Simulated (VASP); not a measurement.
## Os: single point with PBE

System: Os, a slab with vacuum.

```
CELL_PARAMETERS angstrom
2.75283 0.00000 0.00000
-1.37642 4.96130 0.00000
0.00000 0.00000 25.10526
ATOMIC_POSITIONS crystal
Os 0.25022 0.50019 0.30787
Os 0.59595 0.19090 0.36719
Os 0.86798 0.73589 0.38070
Os 0.21100 0.42202 0.45076
Os 0.48319 0.96658 0.46649
Os 0.82497 0.64974 0.53351
Os 0.09716 0.19430 0.54924
Os 0.44018 0.88043 0.61930
Os 0.71221 0.42542 0.63281
Os 0.05794 0.11613 0.69213
```

```yaml
Program: VASP 6.6.1
Task: single point
Functional: PBE
Potentials_or_basis: VASP PAW PBE potentials, release 64 (Os)
Cutoff: 520 eV
k_mesh: 13 × 7 × 1
Occupations: gaussian, width 0.1 eV
Spin: no spin polarisation
```

- Largest force: 0.041 eV/Å
- Band gap on the k mesh: zero (bands 40 and 41 overlap by 1.38 eV)

Forces on the atoms (eV/Å):
```
Os   0.000 -0.003  0.041
Os   0.000 -0.007 -0.025
Os   0.000  0.010 -0.033
Os   0.000 -0.003  0.001
Os   0.000  0.008  0.015
Os   0.000 -0.008 -0.015
Os   0.001  0.003 -0.001
Os   0.000 -0.010  0.033
Os   0.000  0.007  0.025
Os   0.000  0.003 -0.041
```

Levels at points of the mesh, in eV from the Fermi level:
```csv
k point,band 38,band 39,band 40,band 41,band 42,band 43,band 44,band 45
"(0.00, 0.00, 0.00)",-1.09,-0.99,-0.86,-0.55,-0.37,-0.26,0.01,0.28
```

Run time: 68 min on 1 thread of Intel Xeon 8259CL, with other jobs on the host, peak memory 0.75 GiB.

Caveat: spin-orbit coupling is left out, which moves the levels of the heavy elements.
